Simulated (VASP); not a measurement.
Wanted: the native input for a VASP 6.6.1 run.

```
Task                   : single point
Functional             : PBE
Potentials or basis    : VASP PAW PBE potentials, release 64 (In_d, H)
Cutoff                 : 520 eV
k mesh                 : 12 × 12 × 14
Occupations            : gaussian, width 0.1 eV
Spin                   : no spin polarisation
Dipole correction      : no
Further INCAR settings : ALGO = Normal; EDIFF = 1e-06; NBANDS = 28
```

The structure of In3H lies in POSCAR:

```
In3H
1.0
    6.0848943949      0.0000000000      0.0000000000
   -3.0424471974      5.2696731253      0.0000000000
    0.0000000000      0.0000000000      3.1406525519
In H
3 1
Direct
    0.5000000000      0.0000000000      0.0000000000
    0.0000000000      0.5000000000      0.0000000000
    0.5000000000      0.5000000000      0.0000000000
    0.0000000000      0.0000000000      0.0000000000
```

The cell was generated, and may not be a known phase.

One way to write it, as run:

INCAR

```
SYSTEM = In3H
  PREC = Accurate
  ENCUT = 520
  EDIFF = 1E-6
  ISMEAR = 0
  SIGMA = 0.1
  LREAL = .FALSE.
  LASPH = .TRUE.
  NELM = 80
  ALGO = Normal
  ISIF = 2
  LWAVE = .FALSE.
  LCHARG = .FALSE.
  GGA = PE
  NBANDS = 28
```

KPOINTS

```
Automatic mesh
0
G
  12 12 14
  0 0 0
```

Potentials or basis: VASP PAW PBE potentials, release 64 (In_d, H).

Command:

```bash
$ cat potpaw_PBE.64/In_d/POTCAR potpaw_PBE.64/H/POTCAR > POTCAR
$ mpirun -np 1 vasp_std > vasp.out
```

Results of the run:

```json
{
 "Pressure": "0.0 GPa",
 "Band gap on the k mesh": "zero (bands 20 and 21 overlap by 2.40 eV)"
}
```

Caveat: spin-orbit coupling is left out, which moves the levels of the heavy elements.

Wall time 2.1 min on 1 thread of Intel(R) Xeon(R) 6975P-C (Granite Rapids), on a shared host, peak memory 0.46 GiB.
